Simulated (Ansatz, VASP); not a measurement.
**One calculation of AlNi, two programs**

```
Al Ni
1.0
     2.89308    0.00000    0.00000
     0.00000    2.89308    0.00000
     0.00000    0.00000    2.89308
Al Ni
1 1
Cartesian
  0.0000 0.0000 0.0000
  1.7352 1.7352 1.7352
```

Change from the starting cell: all Ni atoms moved -0.500 Å, as atom 2 towards its neighbour atom 1 (Al) at 2.505 Å.

Alike in both runs: task single point; functional PBE; k mesh 20 × 20 × 20; occupations gaussian, width 0.15 eV; no spin polarisation.

|  | VASP | Ansatz |
| --- | --- | --- |
| version | VASP 6.6.1 | Ansatz 0.2.0 |
| potentials or method | VASP PAW PBE potentials, release 64 (Al, Ni), cutoff 520 eV | scalar-relativistic, plane waves, PAW |
| valence electrons in the cell | 13 | 21 |

```tsv
	VASP	Ansatz	Ansatz less VASP
gap on the k mesh at the Fermi level (eV)	none	none	-
pressure (GPa)	17.7	17.7	0.00
traceless stress, the component that is largest in VASP (GPa)	14.05	13.95	-0.102
rms of the force components (eV/Å)	2.739	2.723	-0.0153
```

Atom by atom the forces differ by 0.015 eV/Å (rms over components). A gap of «none» marks a metal or a gap that the smearing closes. With one functional, cell and mesh, what is left measures potentials, basis and numerics. VASP's potentials hold 13 valence electrons a cell and Ansatz's 21, so a difference there can come from the potentials and not from the codes.
